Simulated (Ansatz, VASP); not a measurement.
# Lu: VASP beside Ansatz

INCAR

```
SYSTEM = Lu
PREC = Accurate
ENCUT = 520
EDIFF = 1E-7
ISMEAR = -1
SIGMA = 0.1
LREAL = .False.
LASPH = .True.
NELM = 60
ALGO = Normal
ISIF = 2
LWAVE = .False.
LCHARG = .False.
GGA = PE
NBANDS = 32
```

The input KPOINTS:

```
Automatic mesh
0
Gamma
  17 17 10
  0 0 0
```

POSCAR

```
Lu
1.0
    3.5532319901      0.0000000000      0.0000000000
   -1.7766159951      3.0771891690      0.0000000000
    0.0000000000      0.0000000000      5.5493667272
Lu
2
Direct
    0.3333333333      0.6666666667      0.2500000000
    0.6666666667      0.3333333333      0.7500000000
```

Input for Ansatz:

```yaml
crystal:
  lattice:
    - [3.5532319901, 0.0, 0.0]
    - [-1.7766159951, 3.077189169, 0.0]
    - [0.0, 0.0, 5.5493667272]
  atoms:
    - { symbol: Lu, position: [0.3333333333, 0.6666666667, 0.25] }
    - { symbol: Lu, position: [0.6666666667, 0.3333333333, 0.75] }
hamiltonian:
  xc: pbe
  pseudopotentials:
    kind: paw
    azcp:
      Lu: "pseudopotentials/Lu.paw.azcp"
basis:
  ecutwfc: 420
  fft_grid_basis: typed
kpoints:
  mp_grid: { grid: [17, 17, 10], shift: [0, 0, 0] }
magnetization:
  spin_polarized: false
scf:
  occupations: { method: fermi_dirac, width: 0.1 }
output:
  stress: true
```

Alike in both runs: task single point; functional PBE; k mesh 17 × 17 × 10; occupations fermi-dirac, width 0.1 eV; no spin polarisation.

|  | VASP | Ansatz |
| --- | --- | --- |
| version | VASP 6.6.1 | Ansatz 0.2.0 |
| potentials or method | VASP PAW PBE potentials, release 64 (Lu), cutoff 520 eV | plane waves (420 eV) with PAW, scalar-relativistic |
| valence electrons in the cell | 50 | 50 |

```csv
,VASP,Ansatz,Ansatz less VASP
pressure (GPa),-1.5,-1.7,-0.12
"traceless stress, the component that is largest in VASP (GPa)",0.11,0.11,-0.002
```

Spin-orbit coupling is off throughout.
